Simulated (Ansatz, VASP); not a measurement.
# Two plane-wave programs on ZnCu

The input POSCAR:

```
ZnCu
1.0
    2.9186872409      0.0000000000      0.0000000000
    0.0000000000      2.9186872409      0.0000000000
    0.0000000000      0.0000000000      2.9186872409
Zn Cu
1 1
Direct
    0.5000000000      0.5000000000      0.5000000000
    0.0000000000      0.0000000000      0.0000000000
```

The input INCAR.step1:

```
PREC = Accurate
ENCUT = 520
ISMEAR = 0
SIGMA = 0.1
LREAL = False
LASPH = True
NELM = 80
NBANDS = 18
GGA = PE
ALGO = Normal
EDIFF = 1E-4
LWAVE = True
LCHARG = False
```

Contents of INCAR.step2:

```
PREC = Accurate
ENCUT = 520
EDIFF = 1E-6
ISMEAR = 0
SIGMA = 0.1
LREAL = False
LASPH = True
NELM = 80
ALGO = Normal
ISIF = 2
LWAVE = False
LCHARG = False
METAGGA = R2SCAN
LMIXTAU = True
NBANDS = 18
ISTART = 1
```

The input KPOINTS:

```
regular mesh
0
Gamma
  14 14 14
```

Input for Ansatz:

```yaml
crystal:
  lattice:
    - [2.9186872409, 0.0, 0.0]
    - [0.0, 2.9186872409, 0.0]
    - [0.0, 0.0, 2.9186872409]
  atoms:
    - { symbol: Zn, position: [0.5, 0.5, 0.5] }
    - { symbol: Cu, position: [0.0, 0.0, 0.0] }
basis:
  ecutwfc: 500
kpoints:
  mp_grid: { grid: [14, 14, 14] }
  band_path:
    path:
      - [[0.0, 0.0, 0.0], [0.0, 0.5, 0.0], [0.5, 0.5, 0.0], [0.0, 0.0, 0.0], [0.5, 0.5, 0.5], [0.0, 0.5, 0.0]]
      - [[0.5, 0.5, 0.5], [0.5, 0.5, 0.0]]
    npoints: 14
hamiltonian:
  xc: r2scan
scf:
  occupations: { method: gaussian, width: 0.1 }
  n_extra_bands: 6
output:
  forces: true
  stress: true
  eigenvalues: true
  populations: true
  dos: { projected: true, de: 0.02, nscf_kmesh: { grid: [21, 21, 21] } }
  bader: true
  write_density: true
  write_potential: true
  elf: true
  volumetric_format: npy
```

Alike in both runs: task single point; functional r2SCAN; k mesh 14 × 14 × 14; occupations gaussian, width 0.1 eV; no spin polarisation.

|  | VASP | Ansatz |
| --- | --- | --- |
| version | VASP 6.6.1 | Ansatz 0.2.0 |
| potentials or method | VASP PAW PBE potentials, release 64 (Zn, Cu), cutoff 520 eV | scalar-relativistic, plane waves, PAW |
| valence electrons in the cell | 23 | 31 |

```tsv
	VASP	Ansatz	Ansatz less VASP
gap on the k mesh at the Fermi level (eV)	none	none	-
pressure (GPa)	0.7	0.0	-0.68
```

VASP's potentials were made for PBE, not for r2SCAN. A gap of «none» marks a metal or a gap that the smearing closes. With one functional, cell and mesh, what is left measures potentials, basis and numerics. VASP's potentials hold 23 valence electrons a cell and Ansatz's 31, so a difference there can come from the potentials and not from the codes.
